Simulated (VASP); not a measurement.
Here is a VASP 6.6.1 calculation.

POSCAR

```
Li
1.0
    0.0000000000      2.1289857994      2.1289857994
    2.1289857994      0.0000000000      2.1289857994
    2.1289857994      2.1289857994      0.0000000000
Li
1
Direct
    0.0000000000      0.0000000000      0.0000000000
```

File INCAR.step1:

```
SYSTEM = Li
ALGO     = Normal         ! electronic algorithm
EDIFF    = 1E-5           ! SCF threshold, eV
ENCUT    = 830            ! plane-wave cutoff, eV
GGA      = PE             ! functional
GGA_COMPAT= .False.      
ISMEAR   = -1             ! smearing method
LASPH    = .True.         ! aspherical terms in the spheres
LCHARG   = .False.        ! write CHGCAR
LREAL    = .False.        ! projectors in reciprocal space
LWAVE    = .True.         ! write WAVECAR
NBANDS   = 8              ! bands
NELM     = 120            ! most SCF steps
PREC     = Accurate       ! precision mode
SIGMA    = 0.1            ! smearing width, eV
```

INCAR.step2

```
SYSTEM = Li
ALGO     = Normal         ! electronic algorithm
EDIFF    = 1E-6           ! SCF threshold, eV
ENCUT    = 830            ! plane-wave cutoff, eV
GGA_COMPAT= .False.      
ISIF     = 2              ! what is computed and relaxed
ISMEAR   = -1             ! smearing method
ISTART   = 1            
LASPH    = .True.         ! aspherical terms in the spheres
LCHARG   = .True.         ! write CHGCAR
LELF     = .True.         ! ELF
LMIXTAU  = .True.       
LREAL    = .False.        ! projectors in reciprocal space
LVHAR    = .True.       
LWAVE    = .False.        ! write WAVECAR
METAGGA  = R2SCAN         ! meta-GGA
NBANDS   = 8              ! bands
NELM     = 120            ! most SCF steps
PREC     = Accurate       ! precision mode
SIGMA    = 0.1            ! smearing width, eV
```

Contents of KPOINTS:

```
k-points
0
Gamma
  14 14 14
  0 0 0
```

Potentials or basis: VASP PAW PBE potentials, release 64 (Li_sv).

Launch:

```sh
$ cat potpaw_PBE.64/Li_sv/POTCAR > POTCAR
$ cp INCAR.step1 INCAR
$ mpirun -np 1 vasp_std > vasp.out
$ cp INCAR.step2 INCAR
$ mpirun -np 1 vasp_std > vasp.out
```

(1) Estimate the pressure.

(2) Estimate the band gap on the k mesh.

## Answers

(1) 0.8 GPa.

(2) zero (an odd number of electrons rules out a gap without spin polarisation).

Caveat: the PAW data sets were made with another functional, which shifts forces and pressure a little.
